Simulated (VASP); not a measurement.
# MgTe (P6_3mc) in VASP: further runs

Runs on MgTe. Level: HSE06. Tasks: single point.

All numbers are computed with VASP 6.6.1; they aren't measurements. Logs are shortened: lines on timing, memory, paths and dates and some standing lists are left out, and cuts for length are marked.

### Step 1. The cell of the first run

The structure is hexagonal, space group P6_3mc (No. 186). Conventional cell: a = 4.395 Å, b = 4.395 Å, c = 7.157 Å, α = 90.00°, β = 90.00°, γ = 120.00°. Mg (site symmetry 3m) has 4 Te at 2.69 Å within 3.5 Å. Within 3.5 Å of Te (site symmetry 3m) lie 4 Mg at 2.69 Å.

### Step 2. Single point, HSE06 (strain -4.0%)

File POSCAR:

```
MgTe
1.0
    4.3945302200      0.0000000000      0.0000000000
   -2.1972651100      3.8057748082      0.0000000000
    0.0000000000      0.0000000000      7.1568856891
Mg Te
2 2
Direct
    0.3333333333      0.6666666667     -0.0006080519
    0.6666666667      0.3333333333      0.4993919481
    0.3333333333      0.6666666667      0.3756080519
    0.6666666667      0.3333333333      0.8756080519
```

File INCAR.step1:

```
SYSTEM = MgTe
  PREC = Accurate
  ENCUT = 520
  EDIFF = 1E-5
  ISMEAR = 0
  SIGMA = 0.01
  LREAL = .FALSE.
  LASPH = .TRUE.
  NELM = 120
  ALGO = Normal
  ISIF = 2
  LWAVE = .TRUE.
  LCHARG = .FALSE.
  NBANDS = 16
  GGA = PE
  GGA_COMPAT = .FALSE.
```

File INCAR.step2:

```
SYSTEM = MgTe
  PREC = Accurate
  ENCUT = 520
  EDIFF = 1E-6
  ISMEAR = 0
  SIGMA = 0.01
  LREAL = .FALSE.
  LASPH = .TRUE.
  NELM = 120
  ALGO = Normal
  ISIF = 2
  LWAVE = .FALSE.
  LCHARG = .FALSE.
  GGA = PE
  LHFCALC = .TRUE.
  HFSCREEN = 0.2079
  PRECFOCK = Normal
  NBANDS = 16
  ISTART = 1
  GGA_COMPAT = .FALSE.
```

File KPOINTS:

```
regular mesh
0
G
  6 6 2
  0 0 0
```

Potentials or basis: VASP PAW PBE potentials, release 64 (Mg, Te).

The run is started by

```
cat potpaw_PBE.64/Mg/POTCAR potpaw_PBE.64/Te/POTCAR > POTCAR
cp INCAR.step1 INCAR
mpirun -np 1 vasp_std > vasp.out
cp INCAR.step2 INCAR
mpirun -np 1 vasp_std > vasp.out
```

OUTCAR:

```text
SYSTEM = MgTe
   PREC = Accurate
   ENCUT = 520
   EDIFF = 1E-6
   ISMEAR = 0
   LREAL = .FALSE.
   LASPH = .TRUE.
   NELM = 120
   ISIF = 2
   GGA = PE
   LHFCALC = .TRUE.
   HFSCREEN = 0.2079
   PRECFOCK = Normal
   ISTART = 1

 ion  position               nearest neighbor table
   1  0.333  0.667  0.999-   4 2.69   4 2.69   4 2.69   3 2.69
   2  0.667  0.333  0.499-   3 2.69   3 2.69   3 2.69   4 2.69
   3  0.333  0.667  0.376-   2 2.69   2 2.69   2 2.69   1 2.69
   4  0.667  0.333  0.876-   1 2.69   1 2.69   1 2.69   2 2.69

  LATTYP: Found a hexagonal cell.
 ALAT       =     4.3945302200
 C/A-ratio  =     1.6285894807

  Lattice vectors:

 A1 = (   4.3945302200,   0.0000000000,   0.0000000000)
 A2 = (  -2.1972651100,   3.8057748082,   0.0000000000)
 A3 = (   0.0000000000,   0.0000000000,   7.1568856891)

Analysis of symmetry for initial positions (statically):
=====================================================================
 Subroutine PRICEL returns:
 Original cell was already a primitive cell.

 Routine SETGRP: Setting up the symmetry group for a
 hexagonal supercell.

 Subroutine GETGRP returns: Found 12 space group operations
 (whereof  6 operations were pure point group operations)
 out of a pool of 24 trial point group operations.

The static configuration has the point symmetry C_3v.
 The point group associated with its full space group is C_6v.

Analysis of symmetry for dynamics (positions and initial velocities):
=====================================================================
 Subroutine PRICEL returns:
 Original cell was already a primitive cell.

 Routine SETGRP: Setting up the symmetry group for a
 hexagonal supercell.

 Subroutine GETGRP returns: Found 12 space group operations
 (whereof  6 operations were pure point group operations)
 out of a pool of 24 trial point group operations.

The dynamic configuration has the point symmetry C_3v.
 The point group associated with its full space group is C_6v.

 Subroutine INISYM returns: Found 12 space group operations
 (whereof  6 operations are pure point group operations),
 and found     1 'primitive' translations

----------------------------------------------------------------------------------------

                                     Primitive cell

  volume of cell :     119.6960

  direct lattice vectors                    reciprocal lattice vectors
     4.394530220  0.000000000  0.000000000     0.227555609  0.131379292  0.000000000
    -2.197265110  3.805774808  0.000000000     0.000000000  0.262758584  0.000000000
     0.000000000  0.000000000  7.156885689     0.000000000  0.000000000  0.139725579

  length of vectors
     4.394530220  4.394530220  7.156885689     0.262758584  0.262758584  0.139725579

  position of ions in fractional coordinates (direct lattice)
     0.333333333  0.666666667  0.999391948
     0.666666667  0.333333333  0.499391948
     0.333333333  0.666666667  0.375608052
     0.666666667  0.333333333  0.875608052

  ion indices of the primitive-cell ions
   primitive index   ion index
                 1           1
                 2           2
                 3           3
                 4           4

----------------------------------------------------------------------------------------

 KPOINTS: regular mesh

Automatic generation of k-mesh.
 Grid dimensions read from file:
 generate k-points for:    6    6    2

 Generating k-lattice:

  Cartesian coordinates                     Fractional coordinates (reciprocal lattice)
     0.037925935  0.021896549  0.000000000     0.166666667 -0.000000000  0.000000000
     0.000000000  0.043793097  0.000000000     0.000000000  0.166666667  0.000000000
     0.000000000  0.000000000  0.069862790     0.000000000  0.000000000  0.500000000

  Length of vectors
     0.043793097  0.043793097  0.069862790

  Shift w.r.t. Gamma in fractional coordinates (k-lattice)
     0.000000000  0.000000000  0.000000000

 Subroutine IBZKPT returns following result:
 ===========================================

 Found     14 irreducible k-points:

 Following reciprocal coordinates:
            Coordinates               Weight
  0.000000  0.000000  0.000000      1.000000
  0.166667  0.000000  0.000000      6.000000
  0.333333  0.000000  0.000000      6.000000
  0.500000  0.000000  0.000000      3.000000
  0.166667  0.166667  0.000000      6.000000
  0.333333  0.166667  0.000000     12.000000
  0.333333  0.333333  0.000000      2.000000
  0.000000  0.000000  0.500000      1.000000
  0.166667  0.000000  0.500000      6.000000
  0.333333  0.000000  0.500000      6.000000
  0.500000  0.000000  0.500000      3.000000
  0.166667  0.166667  0.500000      6.000000
  0.333333  0.166667  0.500000     12.000000
  0.333333  0.333333  0.500000      2.000000
   k-points           NKPTS =     14   k-points in BZ     NKDIM =     72   number of bands    NBANDS=     16
   number of dos      NEDOS =    301   number of ions     NIONS =      4
   total plane-waves  NPLWV =  69984
   dimension x,y,z NGX =    36 NGY =   36 NGZ =   54
   dimension x,y,z NGXF=    72 NGYF=   72 NGZF=  108
   ions per type =               2   2
   NGX,Y,Z   is equivalent  to a cutoff of  13.62, 13.62, 12.54 a.u.
   NGXF,Y,Z  is equivalent  to a cutoff of  27.24, 27.24, 25.09 a.u.
 SYSTEM =  MgTe
   PREC   = accura    normal or accurate (medium, high low for compatibility)
   ISTART =      1    job   : 0-new  1-cont  2-samecut
   ICHARG =      0    charge: 1-file 2-atom 10-const
   ISPIN  =      1    spin polarized calculation?
   LNONCOLLINEAR =      F non collinear calculations
   LSORBIT =      F    spin-orbit coupling
   LASPH  =      T    aspherical Exc in radial PAW
   ENCUT  =  520.0 eV  38.22 Ry    6.18 a.u.   8.17  8.17 13.31*2*pi/ulx,y,z
   NELM   =    120;   NELMIN=  2; NELMDL=  0     # of ELM steps
   EDIFF  = 0.1E-05   stopping-criterion for ELM
   LREAL  =      F    real-space projection
   EDIFFG = 0.1E-04   stopping-criterion for IOM
   NSW    =      0    number of steps for IOM
   IBRION =     -1    ionic relax: 0-MD 1-quasi-New 2-CG
   NFREE  =      0    steps in history (QN), initial steepest desc. (CG)
   ISIF   =      2    stress and relaxation
   ISYM   =      3    0-nonsym 1-usesym 2-fastsym
   POTIM  = 0.5000    time-step for ionic-motion
   TEBEG  =    0.0;   TEEND  =   0.0 temperature during run
   PSTRESS=    0.0 pullay stress
   NELECT =      16.0000    total number of electrons
   NUPDOWN=      -1.0000    fix difference up-down
   EMIN   =  10.00;   EMAX   =-10.00  energy-range for DOS
   EFERMI =   0.00;   METHOD = LEGACY
   ISMEAR =     0;   SIGMA  =   0.01  broadening in eV -4-tet -1-fermi 0-gaus
   EFERMI_NEDOS =   21; number of points for ismear=-14 and -15
   IALGO  =     38    algorithm
   IMIX   =      1    mixing-type and parameters
     AMIX     =   0.40;   BMIX     =  1.00
     AMIX_MAG =   1.60;   BMIX_MAG =  1.00
  volume/ion in A,a.u.               =      29.92       201.94
  Fermi-wavevector in a.u.,A,eV,Ry     =   0.837057  1.581808  9.533115  0.700664
  Thomas-Fermi vector in A             =   1.950884
   LORBIT       =      0    0 simple, 1 ext, 2 COOP (PROOUT), +10 PAW based schemes
   GGA     = PE    functional components
   LHFCALC =     T    Hartree Fock is set to
   PRECFOCK=normal    Normal, Fast or Accurate (Low or Medium for compatibility)
   ENCUT4O =  -1.0   cutoff for four orbital integrals eV
   NKREDX  =     1    reduce k-point grid by
   NKREDY  =     1    reduce k-point grid by
   NKREDZ  =     1    reduce k-point grid by
   AEXX    =    0.2500 exact exchange contribution
   HFSCREEN=    0.2079 screening length (either q_TF or 0.3 A-1)
   HFSCREENC=   0.2079 screening length for correlation (either q_TF or 0.3 A-1)
   ENCUTFOCK=  -1.0 apply spherical cutoff to Coloumb kernel
   IVDW    =     0    specifies the selected vdW correction
   LEPSILON=     F    determine dielectric tensor
   LRPA    =     F    only Hartree local field effects (RPA)
 non-spin polarized calculation
 Gauss-broadening in eV      SIGMA  =   0.01
  energy-cutoff  :      520.00
  volume of cell :      119.70
 maximum number of plane-waves:      3248
 NGX is ok and might be reduce to    36
  NGX = 28; NGY = 28; NGZ = 40

 number of electron      15.9999999 magnetization

 Free energy of the ion-electron system (eV)
  ---------------------------------------------------
  ext. energy  EPLUGINS =         0.00000000
  ---------------------------------------------------
  free energy    TOTEN  =       -14.89139777 eV

  energy without entropy =      -14.89139777  energy(sigma->0) =      -14.89139777

 E-fermi :   2.3596     XC(G=0):  -6.9560

 val. band max:        2.2524174629   @ k =   0.0000   0.0000   0.0000
 cond. band min:       6.0661565947   @ k =   0.0000   0.0000   0.0000
 fundamental gap:      3.8137391318
 Fermi energy:         2.3596022225

 k-point     1 :       0.0000    0.0000    0.0000
  band No.  band energies     occupation
      1      -9.3892      2.00000
      2      -8.5006      2.00000
      3      -1.7924      2.00000
      4       1.6377      2.00000
      5       1.6377      2.00000
      6       2.2513      2.00000
[... 8 lines left out ...]
     15       9.6962      0.00000
     16      10.5647      0.00000

 k-point     2 :       0.1667    0.0000    0.0000
  band No.  band energies     occupation
      1      -9.2244      2.00000
      2      -8.4069      2.00000
      3      -1.5678      2.00000
      4       0.5963      2.00000
      5       1.1891      2.00000
      6       1.3406      2.00000
[... 8 lines left out ...]
     15       9.7793      0.00000
     16      10.1467      0.00000

 k-point     3 :       0.3333    0.0000    0.0000
  band No.  band energies     occupation
      1      -8.8197      2.00000
      2      -8.2394      2.00000
      3      -1.1694      2.00000
      4      -0.6302      2.00000
      5      -0.2530      2.00000
      6       0.8856      2.00000
[... 8 lines left out ...]
     15      10.6188      0.00000
     16      11.5240      0.00000
[... 172 lines left out ...]
 k-point    13 :       0.3333    0.1667    0.5000
  band No.  band energies     occupation
      1      -8.3714      2.00000
      2      -8.3714      2.00000
      3      -1.4193      2.00000
      4      -1.4193      2.00000
      5       0.4273      2.00000
      6       0.4273      2.00000
[... 8 lines left out ...]
     15      11.1389      0.00000
     16      11.1389      0.00000

 k-point    14 :       0.3333    0.3333    0.5000
  band No.  band energies     occupation
      1      -8.2802      2.00000
      2      -8.2802      2.00000
      3      -1.3555      2.00000
      4      -1.3555      2.00000
      5      -0.2263      2.00000
      6      -0.2263      2.00000
[... 8 lines left out ...]
     15      10.7493      0.00000
     16      10.7493      0.00000

------------------------ aborting loop because EDIFF is reached ----------------------------------------

  FORCE on cell =-STRESS in cart. coord.  units (eV):
  Direction    XX          YY          ZZ          XY          YZ          ZX
  --------------------------------------------------------------------------------------
  -------------------------------------------------------------------------------------
  Total        4.1371262      4.1371262      4.1088376      0.0000000      0.0000000      0.0000000
  in kB       55.3770381     55.3770381     54.9983847      0.0000000      0.0000000      0.0000000
  external PRESSURE =      55.2508203 kB  Pullay stress =       0.0000000 kB

 VOLUME and BASIS-vectors are now :
 -----------------------------------------------------------------------------
  energy-cutoff  :      520.00
  volume of cell :      119.70
      direct lattice vectors                 reciprocal lattice vectors
     4.394530220  0.000000000  0.000000000     0.227555609  0.131379292  0.000000000
    -2.197265110  3.805774808  0.000000000     0.000000000  0.262758584  0.000000000
     0.000000000  0.000000000  7.156885689     0.000000000  0.000000000  0.139725579

 POSITION                                       TOTAL-FORCE (eV/Angst)
 -----------------------------------------------------------------------------------
     -0.00000      2.53718      7.15253        -0.000000     -0.000000     -0.002098
      2.19727      1.26859      3.57409        -0.000000     -0.000000     -0.002098
     -0.00000      2.53718      2.68818        -0.000000     -0.000000      0.002098
      2.19727      1.26859      6.26663         0.000000      0.000000      0.002098
 -----------------------------------------------------------------------------------
    total drift:                               -0.000000     -0.000000      0.000811

  FREE ENERGIE OF THE ION-ELECTRON SYSTEM (eV)
  ---------------------------------------------------
  free  energy   TOTEN  =       -14.8913977720 eV

  energy  without entropy=      -14.8913977720  energy(sigma->0) =      -14.89139777
```

It took 27 min on 1 thread of Intel Xeon Platinum 8259CL at 2.50GHz (Skylake/Cascade Lake), shared host; peak memory 0.38 GiB.

Results:

- Free energy: -14.8914 eV
- Pressure: 5.5 GPa
- Band gap on the k mesh: 3.81 eV

Forces in eV/Å, atoms in the order of the input:
```
Mg   0.000  0.000 -0.002
Mg   0.000  0.000 -0.002
Te   0.000  0.000  0.002
Te   0.000  0.000  0.002
```

Caveat: the k points lie up to 0.44 Å⁻¹ apart; the cell differs from its parent crystal (strain -4.0%); the PAW data sets were made with another functional, which shifts forces and pressure a little; spin-orbit coupling is left out, which moves the levels of the heavy elements. A k mesh can miss the band edges.

### Step 3. Single point, HSE06

This run uses another cell than the first one, of 33.82 Å³/atom.

File POSCAR:

```
MgTe
1.0
    4.5776356459      0.0000000000      0.0000000000
   -2.2888178230      3.9643487586      0.0000000000
    0.0000000000      0.0000000000      7.4550892595
Mg Te
2 2
Direct
    0.3333333333      0.6666666667     -0.0006080519
    0.6666666667      0.3333333333      0.4993919481
    0.3333333333      0.6666666667      0.3756080519
    0.6666666667      0.3333333333      0.8756080519
```

File INCAR.step1:

```
  PREC = Accurate
  ENCUT = 520
  EDIFF = 1E-5
  ISMEAR = 0
  SIGMA = 0.01
  LREAL = F
  LASPH = T
  NELM = 120
  ALGO = Normal
  ISIF = 2
  LWAVE = T
  LCHARG = F
  NBANDS = 16
  GGA = PE
  GGA_COMPAT = F
```

File INCAR.step2:

```
  PREC = Accurate
  ENCUT = 520
  EDIFF = 1E-6
  ISMEAR = 0
  SIGMA = 0.01
  LREAL = F
  LASPH = T
  NELM = 120
  ALGO = Normal
  ISIF = 2
  LWAVE = F
  LCHARG = F
  GGA = PE
  LHFCALC = T
  HFSCREEN = 0.2079
  PRECFOCK = Normal
  NBANDS = 16
  ISTART = 1
  GGA_COMPAT = F
```

File KPOINTS:

```
regular mesh
0
Gamma
  6 6 2
```

Potentials or basis: VASP PAW PBE potentials, release 64 (Mg, Te).

The run is started by

```
cat potpaw_PBE.64/Mg/POTCAR potpaw_PBE.64/Te/POTCAR > POTCAR
cp INCAR.step1 INCAR
mpirun -np 1 vasp_std > vasp.out
cp INCAR.step2 INCAR
mpirun -np 1 vasp_std > vasp.out
```

Wall time 28 min (1 thread of Intel Xeon Platinum 8488C (Sapphire Rapids), shared host); peak memory 0.38 GiB.

The run converged. Its results:

- Free energy: -15.1214 eV
- Pressure: -0.2 GPa
- Band gap on the k mesh: 3.21 eV

Levels at points of the mesh, in eV from the valence-band top:
| k point | band 5 | band 6 | band 7 | band 8 | band 9 | band 10 | band 11 | band 12 |
| --- | --- | --- | --- | --- | --- | --- | --- | --- |
| (0.00, 0.00, 0.00) | -0.53 | 0.00 | 0.00 | 0.00 | 3.21 | 3.77 | 6.18 | 6.18 |
| (0.50, 0.00, 0.00) | -2.10 | -1.32 | -1.05 | -0.48 | 3.94 | 4.68 | 5.06 | 6.39 |
| (0.00, 0.00, 0.50) | -0.28 | -0.28 | -0.28 | -0.28 | 4.26 | 4.26 | 6.45 | 6.45 |
| (0.50, 0.00, 0.50) | -0.95 | -0.95 | -0.94 | -0.94 | 3.99 | 3.99 | 5.10 | 5.10 |

Caveat: the k points lie up to 0.42 Å⁻¹ apart; the PAW data sets were made with another functional, which shifts forces and pressure a little; spin-orbit coupling is left out, which moves the levels of the heavy elements.

### Step 4. Single point, HSE06 (strain -2.0%)

File POSCAR:

```
MgTe
1.0
    4.4860829330      0.0000000000      0.0000000000
   -2.2430414665      3.8850617834      0.0000000000
    0.0000000000      0.0000000000      7.3059874743
Mg Te
2 2
Direct
    0.3333333333      0.6666666667     -0.0006080519
    0.6666666667      0.3333333333      0.4993919481
    0.3333333333      0.6666666667      0.3756080519
    0.6666666667      0.3333333333      0.8756080519
```

File INCAR.step1:

```
SYSTEM = MgTe
PREC = Accurate
ENCUT = 520
EDIFF = 1E-5
ISMEAR = 0
SIGMA = 0.01
LREAL = .FALSE.
LASPH = .TRUE.
NELM = 120
ALGO = Normal
ISIF = 2
LWAVE = .TRUE.
GGA = PE
NBANDS = 16
GGA_COMPAT = .FALSE.
```

File INCAR.step2:

```
SYSTEM = MgTe
PREC = Accurate
ENCUT = 520
EDIFF = 1E-6
ISMEAR = 0
SIGMA = 0.01
LREAL = .FALSE.
LASPH = .TRUE.
NELM = 120
ALGO = Normal
ISIF = 2
LWAVE = .FALSE.
LCHARG = .TRUE.
GGA = PE
LHFCALC = .TRUE.
HFSCREEN = 0.2079
PRECFOCK = Normal
LELF = .TRUE.
LVHAR = .TRUE.
ISTART = 1
NBANDS = 16
GGA_COMPAT = .FALSE.
```

File KPOINTS:

```
Automatic mesh
0
G
  6 6 2
  0 0 0
```

The run is started by

```
cat potpaw_PBE.64/Mg/POTCAR potpaw_PBE.64/Te/POTCAR > POTCAR
cp INCAR.step1 INCAR
mpirun -np 1 vasp_std > vasp.out
cp INCAR.step2 INCAR
mpirun -np 1 vasp_std > vasp.out
```

Run time: 30 min. Hardware: 1 thread of Intel Xeon Platinum 8488C (Sapphire Rapids), shared host; peak memory 0.37 GiB.

The run converged. Its results:

| Item | Value |
| --- | --- |
| Free energy | -15.0737 eV |
| Pressure | 2.3 GPa |
| Band gap on the k mesh | 3.50 eV |

Levels at points of the mesh, in eV from the valence-band top:
```tsv
k point	band 5	band 6	band 7	band 8	band 9	band 10	band 11	band 12
(0.00, 0.00, 0.00)	-0.57	0.00	0.00	0.00	3.50	3.91	6.26	6.26
(0.50, 0.00, 0.00)	-2.28	-1.43	-1.15	-0.52	3.93	4.76	5.15	6.43
(0.00, 0.00, 0.50)	-0.30	-0.30	-0.30	-0.30	4.47	4.47	6.52	6.52
(0.50, 0.00, 0.50)	-1.03	-1.03	-1.02	-1.02	4.03	4.03	5.12	5.12
```

Caveat: the k points lie up to 0.43 Å⁻¹ apart; the cell differs from its parent crystal (strain -2.0%); the PAW data sets were made with another functional, which shifts forces and pressure a little; spin-orbit coupling is left out, which moves the levels of the heavy elements. A k mesh can miss the band edges.

### Step 5. Overview

| cell | gap on the mesh (eV) | pressure (GPa) |
| --- | --- | --- |
| a = 4.395, b = 4.395, c = 7.157 Å, angles 90.0, 90.0, 120.0°, 4 atoms | 3.81 | 5.5 |
| a = 4.578, b = 4.578, c = 7.455 Å, angles 90.0, 90.0, 120.0°, 4 atoms | 3.21 | -0.2 |
| a = 4.486, b = 4.486, c = 7.306 Å, angles 90.0, 90.0, 120.0°, 4 atoms | 3.50 | 2.3 |

Alike in all rows: task single point; level HSE06; potentials or basis VASP PAW PBE potentials, release 64 (Mg, Te); no spin polarisation; k mesh 6 × 6 × 2; cutoff (eV) 520; smearing gaussian 0.01 eV.

Caveats: all runs use coarse meshes; the PAW data sets were made with another functional, which shifts forces and pressure a little; spin-orbit coupling is left out, which moves the levels of the heavy elements.

Absolute energies hang on the potentials; compare differences alone.
